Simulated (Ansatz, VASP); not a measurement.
# InSe2: VASP beside Ansatz

POSCAR

```
InSe2
1.0
    0.0000000000      4.1871067836      4.1871067836
    4.1871067836      0.0000000000      4.1871067836
    4.1871067836      4.1871067836      0.0000000000
In Se
2 4
Direct
    0.0000000000      0.0000000000      0.0000000000
    0.2500000000      0.2500000000      0.2500000000
    0.6250000000      0.6250000000      0.6250000000
    0.1250000000      0.6250000000      0.6250000000
    0.6250000000      0.6250000000      0.1250000000
    0.6250000000      0.1250000000      0.6250000000
```

Contents of INCAR.step1:

```
  PREC = Accurate
  ENCUT = 600
  ISMEAR = 0
  SIGMA = 0.1
  LREAL = F
  LASPH = T
  NELM = 100
  GGA = PE
  ALGO = Normal
  EDIFF = 1E-4
  LWAVE = T
  LCHARG = F
```

File INCAR.step2:

```
  PREC = Accurate
  ENCUT = 600
  EDIFF = 1E-6
  ISMEAR = 0
  SIGMA = 0.1
  LREAL = F
  LASPH = T
  NELM = 100
  ALGO = Normal
  ISIF = 3
  LWAVE = F
  LCHARG = F
  METAGGA = R2SCAN
  LMIXTAU = T
  IBRION = 2
  NSW = 100
  EDIFFG = -0.01
  ISTART = 1
```

File KPOINTS:

```
regular mesh
0
Gamma
  8 8 8
```

Input for Ansatz:

```yaml
crystal:
  lattice:
    - [0.0, 4.1871067836, 4.1871067836]
    - [4.1871067836, 0.0, 4.1871067836]
    - [4.1871067836, 4.1871067836, 0.0]
  atoms:
    - { symbol: In, position: [0.0, 0.0, 0.0] }
    - { symbol: In, position: [0.25, 0.25, 0.25] }
    - { symbol: Se, position: [0.625, 0.625, 0.625] }
    - { symbol: Se, position: [0.125, 0.625, 0.625] }
    - { symbol: Se, position: [0.625, 0.625, 0.125] }
    - { symbol: Se, position: [0.625, 0.125, 0.625] }
basis:
  ecutwfc: 500
kpoints:
  mp_grid: { grid: [8, 8, 8] }
hamiltonian:
  xc: r2scan
scf:
  occupations: { method: gaussian, width: 0.1 }
output:
  forces: true
  stress: true
  eigenvalues: true
relax:
  adjacent_minimum: "off"
  f_tol: 0.01
  max_steps: 80
  cell: { stress_tol: 0.05 }
```

Alike in both runs: task relaxation of cell and atoms; functional r2SCAN; k mesh 8 × 8 × 8; occupations gaussian, width 0.1 eV; no spin polarisation.

|  | VASP | Ansatz |
| --- | --- | --- |
| version | VASP 6.6.1 | Ansatz 0.2.0 |
| potentials or method | VASP PAW PBE potentials, release 64 (In_d, Se), cutoff 600 eV | scalar-relativistic, plane waves, PAW |
| valence electrons in the cell | 50 | 90 |

Ansatz gave:

- gap on the k mesh at the Fermi level, each at its own relaxed structure (eV): none
- relaxed volume (Å³/atom): 25.21
- relaxed length of the cell vector where the two differ most in proportion (Å): 5.981

Problem. Estimate VASP's values.

Solution. gap on the k mesh at the Fermi level, each at its own relaxed structure (eV): none; relaxed volume (Å³/atom): 25.18; relaxed length of the cell vector where the two differ most in proportion (Å): 5.979.

VASP's potentials were made for PBE, not for r2SCAN. A gap of «none» marks a metal or a gap that the smearing closes. VASP's potentials hold 50 valence electrons a cell and Ansatz's 90, so a difference there can come from the potentials and not from the codes.
